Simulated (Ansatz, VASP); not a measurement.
## ZnCd2O3 in VASP and in Ansatz

```xyz
6
Lattice="3.2586 0.0000 0.0000 -1.6293 2.8221 0.0000 0.0000 0.0000 8.0670" Properties=species:S:1:pos:R:3 pbc="T T T"
Zn    0.0000    0.0000    0.0000
Cd    0.0000    1.8814    5.4554
Cd    1.6293    0.9407    2.6116
O     1.6293    0.9407    6.9029
O     0.0000    0.0000    4.0335
O     0.0000    1.8814    1.1640
```

Alike in both runs: task single point; functional PBE; k mesh 6 × 6 × 2; occupations gaussian, width 0.1 eV; collinear spin.

```csv
,VASP,Ansatz
version,VASP 6.6.1,Ansatz 0.2.0
potentials or method,"VASP PAW PBE potentials, release 64 (Zn, Cd, O), cutoff 520 eV","scalar-relativistic, plane waves, PAW"
valence electrons in the cell,54,70
```

|  | VASP | Ansatz | Ansatz less VASP |
| --- | --- | --- | --- |
| gap on the k mesh at the Fermi level (eV) | none | none | - |
| pressure (GPa) | 1.3 | 0.1 | -1.17 |
| traceless stress, the component that is largest in VASP (GPa) | 0.08 | 0.03 | -0.052 |
| rms of the force components (eV/Å) | 0.018 | 0.004 | -0.0139 |
| net moment per atom (μB) | 0.00 | 0.00 | 0.000 |

Atom by atom the forces differ by 0.015 eV/Å (rms over components). A gap of «none» marks a metal or a gap that the smearing closes. The functional is the same, so the differences come from potentials, cutoffs and numerics. VASP's potentials hold 54 valence electrons a cell and Ansatz's 70, so a difference there can come from the potentials and not from the codes. Ansatz's warnings: seeded moment not kept.

The k mesh is coarse, so the values compare programs but aren't converged.
